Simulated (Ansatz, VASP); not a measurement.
**One calculation of CO, two programs**

```xyz
16
Lattice="7.7418 0.0000 0.0000 0.0000 7.7418 0.0000 0.0000 0.0000 7.7418" Properties=species:S:1:pos:R:3 pbc="T T T"
O     1.1578    0.3283    1.9659
O     0.9998    6.7678    6.4777
O     4.2249    6.9566   -0.4281
O     1.0657    4.9268    2.8436
O     4.7319    3.2955    1.3363
O     5.1753    1.4405    4.2683
O     4.1301    5.5565    4.1477
O     1.9677    3.6611    6.7284
C     1.7183    1.2799    1.7024
C    -0.0682    7.0557    6.2196
C     4.6469    7.1816    0.6026
C     0.3313    4.5932    2.0440
C     5.0561    3.3508    0.2490
C     6.2541    1.5384    3.9202
C     5.2197    5.2367    4.1952
C     1.4734    3.1611    5.8338
```

Alike in both runs: functional PBE; dispersion D3(BJ); k mesh 1 × 1 × 1; occupations fermi-dirac, width 0.05 eV; no spin polarisation.

Ansatz relaxed the structure, and its values are those at the end. VASP's run is a single point on that final structure, the one shown.

```csv
,VASP,Ansatz
version,VASP 6.6.1,Ansatz 0.2.0
potentials or method,"VASP PAW PBE potentials, release 64 (O_h, C_h), cutoff 1000 eV","scalar-relativistic, plane waves, PAW"
valence electrons in the cell,80,80
```

```tsv
	VASP	Ansatz	Ansatz less VASP
rms of the force components (eV/Å)	0.088	0.106	+0.0179
```
